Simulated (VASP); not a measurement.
The system is PbS.

```xyz
4
Lattice="2.0800 -5.9913 0.0000 2.0800 5.9913 0.0000 0.0000 0.0000 4.2793" Properties=species:S:1:pos:R:3 pbc="T T T"
Pb    2.0800    4.4268    1.0698
Pb    2.0800   -4.4268    3.2095
S     2.0800    1.7399    1.0698
S     2.0800   -1.7399    3.2095
```

| Property | Result |
| --- | --- |
| Program | VASP 6.6.1 |
| Task | relaxation of cell and atoms |
| Functional | PBEsol |
| Dispersion | D3(BJ) |
| Potentials or basis | VASP PAW PBE potentials, release 64 (Pb_d, S) |
| Cutoff | 600 eV |
| k mesh | 7 × 7 × 6 |
| Occupations | fermi-dirac, width 0.05 eV |
| Spin | no spin polarisation |

At the start: pressure -3.8 GPa; volume 26.66 Å³/atom.

Q: How do energy, volume and symmetry change on relaxing?

A: Over 20 steps the energy falls by 38.3 meV/atom and the volume is 23.86 Å³/atom (-10.5 %); space group Cmcm (No. 63, to 0.1 Å) before and after.

The path:
```
step  energy change (eV)  largest force (eV/Å)  pressure (GPa)  volume (Å³)
   1              0.0000                0.0306           -3.83       106.65
   2             -0.0815                0.5764            1.56        97.12
   3             -0.0926                0.4138            0.00        99.41
   4             -0.1114                0.2790            0.01        98.49
   5             -0.1244                0.0407            0.21        96.68
   6             -0.1368                0.0368            0.07        96.30
   7             -0.1480                0.1068           -0.09        95.55
   8             -0.1481                0.1200           -0.10        95.46
   9             -0.1504                0.0552            0.06        95.36
  10             -0.1510                0.0588            0.21        95.28
  11             -0.1518                0.0517            0.01        95.58
  12             -0.1519                0.0479           -0.09        95.74
  13             -0.1518                0.0405           -0.31        96.07
  14             -0.1520                0.0455           -0.16        95.85
  15             -0.1524                0.0375           -0.08        95.73
  16             -0.1526                0.0289            0.00        95.60
  17             -0.1528                0.0266            0.01        95.55
  18             -0.1531                0.0196            0.02        95.43
  19             -0.1532                0.0136           -0.05        95.45
  20             -0.1532                0.0063           -0.02        95.44
```

Final structure:
```yaml
crystal:
  lattice:
    - [2.01631, -5.62637, 0.00000]
    - [2.01631, 5.62637, 0.00000]
    - [0.00000, 0.00000, 4.20653]
  atoms:
    - { symbol: Pb, position: [0.12379, 0.87621, 0.25000] }
    - { symbol: Pb, position: [0.87621, 0.12379, 0.75000] }
    - { symbol: S, position: [0.36199, 0.63801, 0.25000] }
    - { symbol: S, position: [0.63801, 0.36199, 0.75000] }
```

Caveat: the PAW data sets were made with another functional, which shifts forces and pressure a little.
